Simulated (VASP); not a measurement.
Ge, 1 atom in the cell. It takes space group Cmmm (No. 65, orthorhombic). The conventional cell has a = 2.762 Å, b = 4.875 Å, c = 2.639 Å, α = 90.00°, β = 90.00°, γ = 90.00°. Within 3.5 Å of Ge (site symmetry mmm) lie 8 Ge at 2.64 to 2.80 Å. 

- Program: VASP 6.6.1
- Task: single point
- Functional: PBEsol
- Dispersion: D3(BJ)
- Potentials or basis: VASP PAW PBE potentials, release 64 (Ge_d)
- Cutoff: 520 eV
- k mesh: 11 × 11 × 10
- Occupations: fermi-dirac, width 0.05 eV
- Spin: no spin polarisation
- Dipole correction: no
- Further INCAR settings: ALGO = Normal; EDIFF = 1e-06; NBANDS = 13

Potentials or basis: VASP PAW PBE potentials, release 64 (Ge_d).

The run is started by

```sh
$ cat potpaw_PBE.64/Ge_d/POTCAR > POTCAR
$ mpirun -np 1 vasp_std > vasp.out
```

Hardware: 1 thread of AMD EPYC 9R45 96-Core Processor (Zen 5), on a shared host.

Problem. Estimate the wall time of this run.

Solution. Wall time 21 s on 1 thread of AMD EPYC 9R45 96-Core Processor (Zen 5), with other jobs on the host, peak memory 0.14 GiB. Counts: scf iterations 10, k points 216.
